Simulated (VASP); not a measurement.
A run of VASP 6.6.1:

Contents of INCAR:

```
PREC = Accurate
ENCUT = 520
EDIFF = 1E-6
ISMEAR = -1
SIGMA = 0.01
LREAL = False
LASPH = True
NELM = 60
ALGO = Normal
ISIF = 2
LWAVE = False
LCHARG = False
GGA = PE
NBANDS = 30
```

KPOINTS

```
Automatic mesh
0
Gamma
  10 10 3
```

File POSCAR:

```
La
1.0
    3.7726980145      0.0000000000      0.0000000000
   -1.8863490072      3.2672523214      0.0000000000
    0.0000000000      0.0000000000     12.1127038589
La
4
Direct
    0.0000000000      0.0000000000      0.0000000000
    0.0000000000      1.0000000000      0.5000000000
    0.3333333333      0.6666666667      0.7500000000
    0.6666666667      0.3333333333      0.2500000000
```

Potentials or basis: VASP PAW PBE potentials, release 64 (La).

Command:

```sh
$ cat potpaw_PBE.64/La/POTCAR > POTCAR
$ mpirun -np 1 vasp_std > vasp.out
```

Hardware: 1 thread of Intel(R) Xeon(R) Platinum 8488C (Sapphire Rapids), on a shared host.

**Question.** Estimate the wall time of this run.

**Answer.** Run time: 2.6 min on 1 thread of Intel(R) Xeon(R) Platinum 8488C (Sapphire Rapids) (shared host), peak memory 0.3 GiB. Counts: scf iterations 15, k points 28.
